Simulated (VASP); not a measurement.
# Al2O3 (Pbcn) in VASP: notebook

The runs below take Al2O3 through single point, relaxation of shape and atoms at fixed volume, with PBE.

Program: VASP 6.6.1. These are calculated values, not measurements. Logs are shortened: lines on timing, memory, paths and dates and some standing lists are left out, and cuts for length are marked.

### 1 The cell of the first run

The structure is orthorhombic, space group Pbcn (No. 60). Conventional cell: a = 7.091 Å, b = 4.848 Å, c = 4.987 Å, α = 90.00°, β = 90.00°, γ = 90.00°. Within 2.5 Å of Al (site symmetry 1) lie 6 O at 1.87 to 2.03 Å. Within 2.5 Å of O (site symmetry 1) lie 4 Al at 1.89 to 2.03 Å. Within 2.5 Å of O (site symmetry 2) lie 4 Al at 1.87 to 1.97 Å.

### 2 Single point, PBE

File INCAR:

```
SYSTEM = Al2O3
  PREC = Accurate
  ENCUT = 520
  EDIFF = 1E-7
  ISMEAR = 0
  SIGMA = 0.02
  LREAL = Auto
  LASPH = .TRUE.
  NELM = 100
  ALGO = Normal
  ISIF = 2
  LWAVE = .FALSE.
  LCHARG = .TRUE.
  GGA = PE
  LELF = .TRUE.
  LVHAR = .TRUE.
  NBANDS = 64
```

File KPOINTS:

```
regular mesh
0
G
  4 6 6
  0 0 0
```

File POSCAR:

```
Al2O3
1.0
    7.0912911316      0.0000000000      0.0000000000
    0.0000000000      4.8475683369      0.0000000000
    0.0000000000      0.0000000000      4.9873902205
Al O
8 12
Direct
    0.3904511748      0.2521508468      0.0305457060
    0.6095488252      0.2521508468      0.4694542940
    0.1095488252      0.2478491532      0.5305457060
    0.8904511748      0.2478491532      0.9694542940
    0.6095488252      0.7478491532      0.9694542940
    0.3904511748      0.7478491532      0.5305457060
    0.8904511748      0.7521508468      0.4694542940
    0.1095488252      0.7521508468      0.0305457060
    0.6539986656      0.1069697581      0.1019782641
    0.3460013344      0.1069697581      0.3980217359
    0.8460013344      0.3930302419      0.6019782641
    0.1539986656      0.3930302419      0.8980217359
    0.3460013344      0.8930302419      0.8980217359
    0.6539986656      0.8930302419      0.6019782641
    0.1539986656      0.6069697581      0.3980217359
    0.8460013344      0.6069697581      0.1019782641
    0.0000000000      0.0494463152      0.2500000000
    0.5000000000      0.4505536848      0.7500000000
    0.0000000000      0.9505536848      0.7500000000
    0.5000000000      0.5494463152      0.2500000000
```

Potentials or basis: VASP PAW PBE potentials, release 64 (Al, O).

Run with:

```console
$ cat potpaw_PBE.64/Al/POTCAR potpaw_PBE.64/O/POTCAR > POTCAR
$ mpirun -np 1 vasp_std > vasp.out
```

OUTCAR:

```text
SYSTEM = Al2O3
   PREC = Accurate
   ENCUT = 520
   EDIFF = 1E-7
   ISMEAR = 0
   LREAL = Auto
   LASPH = .TRUE.
   NELM = 100
   ISIF = 2
   GGA = PE

 ion  position               nearest neighbor table
   1  0.390  0.252  0.031-  18 1.87  13 1.89  12 1.93  20 1.97  10 1.99   9 2.03   2 2.68   5 2.88
                             5 2.91   8 3.14   8 3.14   3 3.19   3 3.19   2 3.20
   2  0.610  0.252  0.469-  18 1.87  14 1.89  11 1.93  20 1.97   9 1.99  10 2.03   1 2.68   6 2.88
                             6 2.91   7 3.14   7 3.14   4 3.19   4 3.19   1 3.20
   3  0.110  0.248  0.531-  17 1.87  15 1.89  10 1.93  19 1.97  12 1.99  11 2.03   4 2.68   7 2.88
                             7 2.91   6 3.14   6 3.14   1 3.19   1 3.19   4 3.20
   4  0.890  0.248  0.969-  17 1.87  16 1.89   9 1.93  19 1.97  11 1.99  12 2.03   3 2.68   8 2.88
                             8 2.91   5 3.14   5 3.14   2 3.19   2 3.19   3 3.20
   5  0.610  0.748  0.969-  20 1.87   9 1.89  16 1.93  18 1.97  14 1.99  13 2.03   6 2.68   1 2.88
                             1 2.91   4 3.14   4 3.14   7 3.19   7 3.19   6 3.20
   6  0.390  0.748  0.531-  20 1.87  10 1.89  15 1.93  18 1.97  13 1.99  14 2.03   5 2.68   2 2.88
                             2 2.91   3 3.14   3 3.14   8 3.19   8 3.19   5 3.20
   7  0.890  0.752  0.469-  19 1.87  11 1.89  14 1.93  17 1.97  16 1.99  15 2.03   8 2.68   3 2.88
                             3 2.91   2 3.14   2 3.14   5 3.19   5 3.19   8 3.20
   8  0.110  0.752  0.031-  19 1.87  12 1.89  13 1.93  17 1.97  15 1.99  16 2.03   7 2.68   4 2.88
                             4 2.91   1 3.14   1 3.14   6 3.19   6 3.19   7 3.20
   9  0.654  0.107  0.102-   5 1.89   4 1.93   2 1.99   1 2.03
  10  0.346  0.107  0.398-   6 1.89   3 1.93   1 1.99   2 2.03
  11  0.846  0.393  0.602-   7 1.89   2 1.93   4 1.99   3 2.03
  12  0.154  0.393  0.898-   8 1.89   1 1.93   3 1.99   4 2.03
  13  0.346  0.893  0.898-   1 1.89   8 1.93   6 1.99   5 2.03
  14  0.654  0.893  0.602-   2 1.89   7 1.93   5 1.99   6 2.03
  15  0.154  0.607  0.398-   3 1.89   6 1.93   8 1.99   7 2.03
  16  0.846  0.607  0.102-   4 1.89   5 1.93   7 1.99   8 2.03
  17  0.000  0.049  0.250-   3 1.87   4 1.87   7 1.97   8 1.97
  18  0.500  0.451  0.750-   1 1.87   2 1.87   5 1.97   6 1.97
  19  0.000  0.951  0.750-   7 1.87   8 1.87   3 1.97   4 1.97
  20  0.500  0.549  0.250-   5 1.87   6 1.87   1 1.97   2 1.97

  LATTYP: Found a simple orthorhombic cell.
 ALAT       =     4.8475683369
 B/A-ratio  =     1.0288437158
 C/A-ratio  =     1.4628553202

  Lattice vectors:

 A1 = (   0.0000000000,   4.8475683369,   0.0000000000)
 A2 = (   0.0000000000,   0.0000000000,   4.9873902205)
 A3 = (   7.0912911316,   0.0000000000,   0.0000000000)

Analysis of symmetry for initial positions (statically):
=====================================================================
 Subroutine PRICEL returns:
 Original cell was already a primitive cell.

 Routine SETGRP: Setting up the symmetry group for a
 simple orthorhombic supercell.

 Subroutine GETGRP returns: Found  8 space group operations
 (whereof  2 operations were pure point group operations)
 out of a pool of  8 trial point group operations.

The static configuration has the point symmetry S_2 .
 The point group associated with its full space group is D_2h.

Analysis of symmetry for dynamics (positions and initial velocities):
=====================================================================
 Subroutine PRICEL returns:
 Original cell was already a primitive cell.

 Routine SETGRP: Setting up the symmetry group for a
 simple orthorhombic supercell.

 Subroutine GETGRP returns: Found  8 space group operations
 (whereof  2 operations were pure point group operations)
 out of a pool of  8 trial point group operations.

The dynamic configuration has the point symmetry S_2 .
 The point group associated with its full space group is D_2h.

 Subroutine INISYM returns: Found  8 space group operations
 (whereof  2 operations are pure point group operations),
 and found     1 'primitive' translations

----------------------------------------------------------------------------------------

                                     Primitive cell

  volume of cell :     171.4441

  direct lattice vectors                    reciprocal lattice vectors
     7.091291132  0.000000000  0.000000000     0.141018043  0.000000000  0.000000000
     0.000000000  4.847568337  0.000000000     0.000000000  0.206288995  0.000000000
[... 56 lines left out ...]
 generate k-points for:    4    6    6

 Generating k-lattice:

  Cartesian coordinates                     Fractional coordinates (reciprocal lattice)
     0.035254511  0.000000000  0.000000000     0.250000000  0.000000000  0.000000000
     0.000000000  0.034381499  0.000000000     0.000000000  0.166666667  0.000000000
     0.000000000  0.000000000  0.033417611     0.000000000  0.000000000  0.166666667

  Length of vectors
     0.035254511  0.034381499  0.033417611

  Shift w.r.t. Gamma in fractional coordinates (k-lattice)
     0.000000000  0.000000000  0.000000000

 Subroutine IBZKPT returns following result:
 ===========================================

 Found     48 irreducible k-points:

 Following reciprocal coordinates:
            Coordinates               Weight
  0.000000  0.000000  0.000000      1.000000
  0.250000  0.000000  0.000000      2.000000
  0.500000  0.000000  0.000000      1.000000
  0.000000  0.166667  0.000000      2.000000
  0.250000  0.166667  0.000000      4.000000
  0.500000  0.166667  0.000000      2.000000
[... 16 lines left out ...]
  0.250000  0.500000  0.166667      4.000000
  0.500000  0.500000  0.166667      2.000000
 [... further k-points ...]
   k-points           NKPTS =     48   k-points in BZ     NKDIM =     48   number of bands    NBANDS=     64
   number of dos      NEDOS =    301   number of ions     NIONS =     20
   total plane-waves  NPLWV =  77760
   dimension x,y,z NGX =    54 NGY =   36 NGZ =   40
   dimension x,y,z NGXF=   108 NGYF=   72 NGZF=   80
   ions per type =               8  12
   NGX,Y,Z   is equivalent  to a cutoff of  12.66, 12.35, 13.33 a.u.
   NGXF,Y,Z  is equivalent  to a cutoff of  25.32, 24.69, 26.67 a.u.
 SYSTEM =  Al2O3
   PREC   = accura    normal or accurate (medium, high low for compatibility)
   ISTART =      0    job   : 0-new  1-cont  2-samecut
   ICHARG =      2    charge: 1-file 2-atom 10-const
   ISPIN  =      1    spin polarized calculation?
   LNONCOLLINEAR =      F non collinear calculations
   LSORBIT =      F    spin-orbit coupling
   LASPH  =      T    aspherical Exc in radial PAW
   ENCUT  =  520.0 eV  38.22 Ry    6.18 a.u.  13.19  9.01  9.27*2*pi/ulx,y,z
   NELM   =    100;   NELMIN=  2; NELMDL= -5     # of ELM steps
   EDIFF  = 0.1E-06   stopping-criterion for ELM
   LREAL  =      T    real-space projection
   EDIFFG = 0.1E-05   stopping-criterion for IOM
   NSW    =      0    number of steps for IOM
   IBRION =     -1    ionic relax: 0-MD 1-quasi-New 2-CG
   NFREE  =      0    steps in history (QN), initial steepest desc. (CG)
   ISIF   =      2    stress and relaxation
   ISYM   =      2    0-nonsym 1-usesym 2-fastsym
   POTIM  = 0.5000    time-step for ionic-motion
   TEBEG  =    0.0;   TEEND  =   0.0 temperature during run
   PSTRESS=    0.0 pullay stress
   NELECT =      96.0000    total number of electrons
   NUPDOWN=      -1.0000    fix difference up-down
   EMIN   =  10.00;   EMAX   =-10.00  energy-range for DOS
   EFERMI =   0.00;   METHOD = LEGACY
   ISMEAR =     0;   SIGMA  =   0.02  broadening in eV -4-tet -1-fermi 0-gaus
   EFERMI_NEDOS =   21; number of points for ismear=-14 and -15
   IALGO  =     38    algorithm
   IMIX   =      4    mixing-type and parameters
     AMIX     =   0.40;   BMIX     =  1.00
     AMIX_MAG =   1.60;   BMIX_MAG =  1.00
  volume/ion in A,a.u.               =       8.57        57.85
  Fermi-wavevector in a.u.,A,eV,Ry     =   1.349349  2.549900 24.772718  1.820743
  Thomas-Fermi vector in A             =   2.476943
   LORBIT       =      0    0 simple, 1 ext, 2 COOP (PROOUT), +10 PAW based schemes
   GGA     = PE    functional components
   LHFCALC =     F    Hartree Fock is set to
   AEXX    =    0.0000 exact exchange contribution
   IVDW    =     0    specifies the selected vdW correction
   LEPSILON=     F    determine dielectric tensor
   LRPA    =     F    only Hartree local field effects (RPA)
 non-spin polarized calculation
 Gauss-broadening in eV      SIGMA  =   0.02
  energy-cutoff  :      520.00
  volume of cell :      171.44
 maximum number of plane-waves:      4650
 NGX is ok and might be reduce to    54
   NGX = 27   NGY = 19   NGZ = 19

 number of electron      96.0000013 magnetization

 Free energy of the ion-electron system (eV)
  ---------------------------------------------------
  ext. energy  EPLUGINS =         0.00000000
  ---------------------------------------------------
  free energy    TOTEN  =      -147.76199966 eV

  energy without entropy =     -147.76199966  energy(sigma->0) =     -147.76199966

 E-fermi :   6.4888     XC(G=0): -11.7205

 val. band max:        6.3104591761   @ k =   0.0000   0.0000   0.0000
 cond. band min:      11.6164420685   @ k =   0.0000   0.0000   0.0000
 fundamental gap:      5.3059828924
 Fermi energy:         6.4887974161

 k-point     1 :       0.0000    0.0000    0.0000
  band No.  band energies     occupation
      1     -12.8782      2.00000
      2     -11.7794      2.00000
      3     -11.0502      2.00000
      4     -10.8022      2.00000
      5     -10.7408      2.00000
      6     -10.5397      2.00000
[... 1501 lines left out ...]
     59      16.8473      0.00000
     60      16.8473      0.00000

 [... further k-points ...]

 [bands above 60 left out]

------------------------ aborting loop because EDIFF is reached ----------------------------------------

  FORCE on cell =-STRESS in cart. coord.  units (eV):
  Direction    XX          YY          ZZ          XY          YZ          ZX
  --------------------------------------------------------------------------------------
  -------------------------------------------------------------------------------------
  Total       -0.1846753     -0.1891128     -0.1800080      0.0000000      0.0000000      0.0000000
  in kB       -1.7258249     -1.7672947     -1.6822079      0.0000000      0.0000000      0.0000000
  external PRESSURE =      -1.7251092 kB  Pullay stress =       0.0000000 kB

 VOLUME and BASIS-vectors are now :
 -----------------------------------------------------------------------------
  energy-cutoff  :      520.00
  volume of cell :      171.44
      direct lattice vectors                 reciprocal lattice vectors
     7.091291132  0.000000000  0.000000000     0.141018043  0.000000000  0.000000000
     0.000000000  4.847568337  0.000000000     0.000000000  0.206288995  0.000000000
     0.000000000  0.000000000  4.987390221     0.000000000  0.000000000  0.200505666

 POSITION                                       TOTAL-FORCE (eV/Angst)
 -----------------------------------------------------------------------------------
      2.76880      1.22232      0.15234        -0.004285     -0.001328     -0.001080
      4.32249      1.22232      2.34135         0.004285     -0.001328      0.001080
      0.77684      1.20147      2.64604         0.004285      0.001328     -0.001080
      6.31445      1.20147      4.83505        -0.004285      0.001328      0.001080
      4.32249      3.62525      4.83505         0.004285      0.001328      0.001080
      2.76880      3.62525      2.64604        -0.004285      0.001328     -0.001080
[... 12 lines left out ...]
      0.00000      4.60787      3.74054        -0.000000      0.008223      0.000000
      3.54565      2.66348      1.24685        -0.000000     -0.008223      0.000000
 -----------------------------------------------------------------------------------
    total drift:                               -0.000000     -0.000000      0.000000

  FREE ENERGIE OF THE ION-ELECTRON SYSTEM (eV)
  ---------------------------------------------------
  free  energy   TOTEN  =      -147.7619996565 eV

  energy  without entropy=     -147.7619996565  energy(sigma->0) =     -147.76199966
```

Run time: 4.7 min. Hardware: 1 thread of Intel Xeon 6975P-C (Granite Rapids), shared host; peak memory 0.46 GiB.

What came out:

| Property | Result |
| --- | --- |
| Free energy | -147.7620 eV |
| Pressure | -0.2 GPa |
| Largest force | 0.008 eV/Å |
| Band gap on the k mesh | 5.31 eV, direct |

Forces on the atoms (eV/Å):
```
Al  -0.004 -0.001 -0.001
Al   0.004 -0.001  0.001
Al   0.004  0.001 -0.001
Al  -0.004  0.001  0.001
Al   0.004  0.001  0.001
Al  -0.004  0.001 -0.001
Al  -0.004 -0.001  0.001
Al   0.004 -0.001 -0.001
O   -0.002  0.002  0.001
O    0.002  0.002 -0.001
O    0.002 -0.002  0.001
O   -0.002 -0.002 -0.001
O    0.002 -0.002 -0.001
O   -0.002 -0.002  0.001
O   -0.002  0.002 -0.001
O    0.002  0.002  0.001
O    0.000 -0.008  0.000
O    0.000  0.008  0.000
O    0.000  0.008  0.000
O    0.000 -0.008  0.000
```

### 3 Single point, PBE (volume scaled by 0.94, then relaxed in part)

File INCAR:

```
ALGO     = Normal         # electronic algorithm
EDIFF    = 1E-6           # SCF threshold, eV
ENCUT    = 520            # plane-wave cutoff, eV
GGA      = PE             # functional
ISIF     = 2              # what is computed and relaxed
ISMEAR   = 0              # smearing method
LASPH    = T              # aspherical terms in the spheres
LCHARG   = F              # write CHGCAR
LREAL    = Auto         
LWAVE    = F              # write WAVECAR
NBANDS   = 64             # bands
NELM     = 100            # most SCF steps
PREC     = Accurate       # precision mode
SIGMA    = 0.02           # smearing width, eV
```

File KPOINTS:

```
k-points
0
Gamma
  4 6 6
```

File POSCAR:

```
Al2O3
1.0
    6.9422608394      0.0000000000      0.0000000000
    0.0000000000      4.7503984077      0.0000000000
    0.0000000000      0.0000000000      4.8867429687
Al O
8 12
Direct
    0.3895750885      0.2523435236      0.0324117081
    0.6104249115      0.2523435236      0.4675882919
    0.1104249115      0.2476564764      0.5324117081
    0.8895750885      0.2476564764      0.9675882919
    0.6104249115      0.7476564764      0.9675882919
    0.3895750885      0.7476564764      0.5324117081
    0.8895750885      0.7523435236      0.4675882919
    0.1104249115      0.7523435236      0.0324117081
    0.6542888155      0.1072220613      0.1025618370
    0.3457111845      0.1072220613      0.3974381630
    0.8457111845      0.3927779387      0.6025618370
    0.1542888155      0.3927779387      0.8974381630
    0.3457111845      0.8927779387      0.8974381630
    0.6542888155      0.8927779387      0.6025618370
    0.1542888155      0.6072220613      0.3974381630
    0.8457111845      0.6072220613      0.1025618370
    0.0000000000      0.0511147692      0.2500000000
    0.5000000000      0.4488852308      0.7500000000
    0.0000000000      0.9488852308      0.7500000000
    0.5000000000      0.5511147692      0.2500000000
```

Potentials or basis: VASP PAW PBE potentials, release 64 (Al, O).

Run with:

```console
$ cat potpaw_PBE.64/Al/POTCAR potpaw_PBE.64/O/POTCAR > POTCAR
$ mpirun -np 1 vasp_std > vasp.out
```

It took 4.1 min on 1 thread of Intel Xeon 6975P-C (Granite Rapids), shared host; peak memory 0.43 GiB.

Results (log left out):

```yaml
Free_energy: -147.2624 eV
Pressure: 16.0 GPa
Largest_force: 0.010 eV/Å
Band_gap_on_the_k_mesh: 6.03 eV, direct
```

Forces in eV/Å, atoms in the order of the input:
```
Al  -0.006 -0.001  0.008
Al   0.006 -0.001 -0.008
Al   0.006  0.001  0.008
Al  -0.006  0.001 -0.008
Al   0.006  0.001 -0.008
Al  -0.006  0.001  0.008
Al  -0.006 -0.001 -0.008
Al   0.006 -0.001  0.008
O    0.000  0.003  0.001
O    0.000  0.003 -0.001
O    0.000 -0.003  0.001
O    0.000 -0.003 -0.001
O    0.000 -0.003 -0.001
O    0.000 -0.003  0.001
O    0.000  0.003 -0.001
O    0.000  0.003  0.001
O    0.000 -0.001  0.000
O    0.000  0.001  0.000
O    0.000  0.001  0.000
O    0.000 -0.001  0.000
```

Levels at points of the mesh, in eV from the valence-band top:
| k point | band 45 | band 46 | band 47 | band 48 | band 49 | band 50 | band 51 | band 52 |
| --- | --- | --- | --- | --- | --- | --- | --- | --- |
| (0.00, 0.00, 0.00) | -0.59 | -0.20 | -0.17 | 0.00 | 6.03 | 8.60 | 9.14 | 9.24 |
| (0.50, 0.00, 0.00) | -0.34 | -0.34 | -0.15 | -0.15 | 7.51 | 7.51 | 9.81 | 9.81 |
| (0.00, 0.50, 0.00) | -0.52 | -0.52 | -0.17 | -0.17 | 8.47 | 8.47 | 8.90 | 8.90 |
| (0.50, 0.50, 0.00) | -0.32 | -0.32 | -0.28 | -0.28 | 8.91 | 8.91 | 9.05 | 9.05 |
| (0.00, 0.00, 0.50) | -0.35 | -0.35 | -0.14 | -0.14 | 8.56 | 8.56 | 8.94 | 8.94 |
| (0.50, 0.00, 0.50) | -0.37 | -0.37 | -0.37 | -0.37 | 8.94 | 8.94 | 8.94 | 8.94 |
| (0.00, 0.50, 0.50) | -0.32 | -0.32 | -0.32 | -0.32 | 9.42 | 9.42 | 9.42 | 9.42 |
| (0.50, 0.50, 0.50) | -0.58 | -0.58 | -0.58 | -0.58 | 9.13 | 9.13 | 9.13 | 9.13 |

 A k mesh can miss the band edges.

[end of part 1 of 2]
